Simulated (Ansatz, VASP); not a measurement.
**One calculation of MoS2, two programs**

Contents of INCAR:

```
ALGO = Normal ; EDIFF = 1E-6
ENCUT = 520 ; GGA = CA
ISIF = 2 ; ISMEAR = -1
LASPH = True ; LCHARG = False
LREAL = False ; LWAVE = False
NBANDS = 35 ; NELM = 100
PREC = Accurate ; SIGMA = 0.05
```

KPOINTS

```
k-points
0
Gamma
  10 10 3
```

Contents of POSCAR:

```
MoS2
1.0
    3.1690000000      0.0000000000      0.0000000000
   -1.5845000000      2.7444345046      0.0000000000
    0.0000000000      0.0000000000     12.3240000000
Mo S
2 4
Direct
    0.6666666667      0.3333333333      0.7500000000
    0.3333333333      0.6666666667      0.2500000000
    0.6666666667      0.3333333333      0.3770000000
    0.3333333333      0.6666666667      0.8770000000
    0.6666666667      0.3333333333      0.1230000000
    0.3333333333      0.6666666667      0.6230000000
```

Contents of input.yaml:

```yaml
crystal:
  lattice:
    - [3.169, 0.0, 0.0]
    - [-1.5845, 2.7444345046, 0.0]
    - [0.0, 0.0, 12.324]
  atoms:
    - { symbol: Mo, position: [0.6666666667, 0.3333333333, 0.75] }
    - { symbol: Mo, position: [0.3333333333, 0.6666666667, 0.25] }
    - { symbol: S, position: [0.6666666667, 0.3333333333, 0.377] }
    - { symbol: S, position: [0.3333333333, 0.6666666667, 0.877] }
    - { symbol: S, position: [0.6666666667, 0.3333333333, 0.123] }
    - { symbol: S, position: [0.3333333333, 0.6666666667, 0.623] }
kpoints:
  mp_grid: { grid: [10, 10, 3] }
  band_path:
    path:
      - [0.0, 0.0, 0.0]
      - [0.5, 0.0, 0.0]
      - [0.3333333333, 0.3333333333, 0.0]
      - [0.0, 0.0, 0.0]
      - [0.0, 0.0, 0.5]
      - [0.5, 0.0, 0.5]
      - [0.3333333333, 0.3333333333, 0.5]
      - [0.0, 0.0, 0.5]
    npoints: 6
scf:
  occupations: { method: fermi_dirac, width: 0.05 }
hamiltonian:
  xc: lda
  pseudopotentials: { kind: all_electron, lapw: { basis_error: 0.002 } }
output:
  forces: true
  stress: true
  eigenvalues: true
```

Alike in both runs: functional LDA; k mesh 10 × 10 × 3; occupations fermi-dirac, width 0.05 eV; no spin polarisation.

```csv
,VASP,Ansatz
version,VASP 6.6.1,Ansatz 0.2.0
potentials or method,"VASP PAW LDA potentials, release 64 (Mo_sv, S), cutoff 520 eV","all-electron LAPW, scalar-relativistic"
task,single point,band structure
```

```csv
,VASP,Ansatz,Ansatz less VASP
gap on the k mesh at the Fermi level (eV),0.86,0.85,-0.007
least direct gap on the mesh (eV),1.87,1.86,-0.004
pressure (GPa),-5.6,-5.6,-0.05
"traceless stress, the component that is largest in VASP (GPa)",0.27,0.30,+0.025
rms of the force components (eV/Å),0.219,0.225,+0.0061
```

LDA's correlation is that of Perdew and Zunger in VASP and of Perdew and Wang (1992) in Ansatz. Atom by atom the forces differ by 0.006 eV/Å (rms over components). Ansatz ran all-electron here, and VASP with PAW potentials.
